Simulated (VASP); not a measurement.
Runs of VASP 6.6.1 on PC2. The structure is that of space group P6_3/mmc (No. 194), or close to it. The cells are those of the table. 

```tsv
task	cell	k mesh	cutoff (eV)	gap on the mesh (eV)	pressure (GPa)	relaxed volume (Å³/atom)	largest force (eV/Å)
single point	a = 2.853, b = 2.853, c = 7.028 Å, angles 90.0, 90.0, 120.0°, 6 atoms	18 × 18 × 6	520	none	-0.3	-	0.07
single point	a = 3.247, b = 3.247, c = 11.625 Å, angles 90.0, 90.0, 120.0°, 6 atoms	6 × 6 × 2	520	none	-22.4	-	2.57
single point	a = 2.862, b = 2.862, c = 7.004 Å, angles 90.0, 90.0, 120.0°, 6 atoms	6 × 6 × 4	520	none	(a)	-	0.07
relaxation of cell and atoms	relaxed from a = 2.847, b = 2.847, c = 7.041 Å, angles 90.0, 90.0, 120.0°, 6 atoms	6 × 6 × 4	600	none	0.1	8.26	0.02
relaxation of cell and atoms	relaxed from a = 3.247, b = 3.247, c = 11.625 Å, angles 90.0, 90.0, 120.0°, 6 atoms	6 × 6 × 2	600	none	0.1	(b)	0.03
```

Alike in all rows: level PBE; potentials or basis VASP PAW PBE potentials, release 64 (P, C); no spin polarisation; smearing gaussian 0.1 eV.

Task: Fill in the values left out.

Result: (a) -0.1; (b) 8.20.

Caveats: some runs use coarse meshes; this functional lacks dispersion, which binds the layers, so the pressure and a relaxed spacing across them are unreliable (some runs); forces of over 1 eV/Å act on the atoms, so gaps and moduli don't describe the material at rest (some runs); the volume moved by over 15 % at a fixed basis, so the end points are rough (some runs).

A gap of «none» marks levels without a gap at the run's occupations.
